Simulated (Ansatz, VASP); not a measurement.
## Two plane-wave programs on CrW3

INCAR

```
PREC = Accurate ; ENCUT = 600
EDIFF = 1E-7 ; ISMEAR = 0
SIGMA = 0.1 ; LREAL = False
LASPH = True ; NELM = 80
ALGO = Normal ; ISIF = 3
LWAVE = False ; LCHARG = False
GGA = PE ; IBRION = 2
NSW = 90 ; EDIFFG = -0.04
```

The input KPOINTS:

```
regular mesh
0
Gamma
  4 4 4
```

The input POSCAR:

```
CrW3
1.0
    3.8800131563      0.0000000000      0.0000000000
    0.0000000000      3.8800131563      0.0000000000
    0.0000000000      0.0000000000      3.8800131563
Cr W
1 3
Direct
    0.0000000000      0.0000000000      0.0000000000
    0.0000000000      0.5000000000      0.5000000000
    0.5000000000      0.0000000000      0.5000000000
    0.5000000000      0.5000000000      0.0000000000
```

Input for Ansatz:

```yaml
crystal:
  lattice:
    - [3.8800131563, 0.0, 0.0]
    - [0.0, 3.8800131563, 0.0]
    - [0.0, 0.0, 3.8800131563]
  atoms:
    - { symbol: Cr, position: [0.0, 0.0, 0.0] }
    - { symbol: W, position: [0.0, 0.5, 0.5] }
    - { symbol: W, position: [0.5, 0.0, 0.5] }
    - { symbol: W, position: [0.5, 0.5, 0.0] }
basis:
  ecutwfc: 420
kpoints:
  mp_grid: { grid: [4, 4, 4] }
hamiltonian:
  xc: pbe
scf:
  occupations: { method: gaussian, width: 0.1 }
  lower_state_search: "off"
output:
  forces: true
  stress: true
  eigenvalues: true
relax:
  adjacent_minimum: "off"
  f_tol: 0.04
  max_steps: 70
  cell: { stress_tol: 0.4 }
```

Alike in both runs: task relaxation of cell and atoms; functional PBE; k mesh 4 × 4 × 4; occupations gaussian, width 0.1 eV; no spin polarisation.

```csv
,VASP,Ansatz
version,VASP 6.6.1,Ansatz 0.2.0
potentials or method,"VASP PAW PBE potentials, release 64 (Cr_pv, W_sv), cutoff 600 eV","scalar-relativistic, plane waves, PAW"
valence electrons in the cell,54,56
```

Ansatz gave:

```
gap on the k mesh at the Fermi level, each at its own relaxed structure (eV) : none
relaxed volume (Å³/atom)                                                     : 15.46
relaxed cell length with the largest relative difference (Å)                 : 3.954
```

Problem. Which values does VASP return?

Solution. gap on the k mesh at the Fermi level, each at its own relaxed structure (eV): none; relaxed volume (Å³/atom): 15.48; relaxed cell length with the largest relative difference (Å): 3.956.

A gap of «none» marks a metal or a gap that the smearing closes. VASP's potentials hold 54 valence electrons a cell and Ansatz's 56, so a difference there can come from the potentials and not from the codes.

The k mesh is coarse, so the values compare programs but aren't converged. Neither program's run includes spin-orbit coupling.
